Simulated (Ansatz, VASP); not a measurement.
**Two plane-wave programs on Co**

The input INCAR:

```
SYSTEM = Co
PREC = Accurate
ENCUT = 600
EDIFF = 1E-6
ISMEAR = -1
SIGMA = 0.1
LREAL = .False.
LASPH = .True.
NELM = 60
ALGO = Normal
ISIF = 3
LWAVE = .False.
LCHARG = .False.
GGA = RP
IBRION = 2
NSW = 80
EDIFFG = -0.01
```

The input KPOINTS:

```
regular mesh
0
Gamma
  11 11 11
  0 0 0
```

File POSCAR:

```
Co
1.0
    0.0000000000      2.4634331982      2.4634331982
    2.4634331982      0.0000000000      2.4634331982
    2.4634331982      2.4634331982      0.0000000000
Co
2
Direct
    0.1250000000      0.1250000000      0.1250000000
    0.8750000000      0.8750000000      0.8750000000
```

Input for Ansatz:

```yaml
crystal:
  lattice:
    - [0.0, 2.4634331982, 2.4634331982]
    - [2.4634331982, 0.0, 2.4634331982]
    - [2.4634331982, 2.4634331982, 0.0]
  atoms:
    - { symbol: Co, position: [0.125, 0.125, 0.125] }
    - { symbol: Co, position: [0.875, 0.875, 0.875] }
hamiltonian:
  xc: rpbe
  pseudopotentials:
    kind: paw
    azcp:
      Co: "pseudopotentials/Co.paw.azcp"
basis:
  ecutwfc: 420
  fft_grid_basis: typed
kpoints:
  mp_grid: { grid: [11, 11, 11], shift: [0, 0, 0] }
magnetization:
  spin_polarized: false
scf:
  occupations: { method: fermi_dirac, width: 0.1 }
relax:
  max_steps: 60
  f_tol: 0.01
  cell: {}
output:
  write_density: true
  write_potential: true
  elf: true
  volumetric_format: npy
```

Alike in both runs: task relaxation of cell and atoms; functional RPBE; k mesh 11 × 11 × 11; occupations fermi-dirac, width 0.1 eV; no spin polarisation.

```csv
,VASP,Ansatz
version,VASP 6.6.1,Ansatz 0.2.0
potentials or method,"VASP PAW PBE potentials, release 64 (Co), cutoff 600 eV","plane waves (420 eV) with PAW, scalar-relativistic"
valence electrons in the cell,18,34
```

```csv
,VASP,Ansatz,Ansatz less VASP
relaxed volume (Å³/atom),15.27,15.37,+0.104
relaxed cell length with the largest relative difference (Å),3.508,3.516,+0.0079
```

VASP's potentials were made for PBE, not for RPBE. VASP's potentials hold 18 valence electrons a cell and Ansatz's 34, so a difference there can come from the potentials and not from the codes.
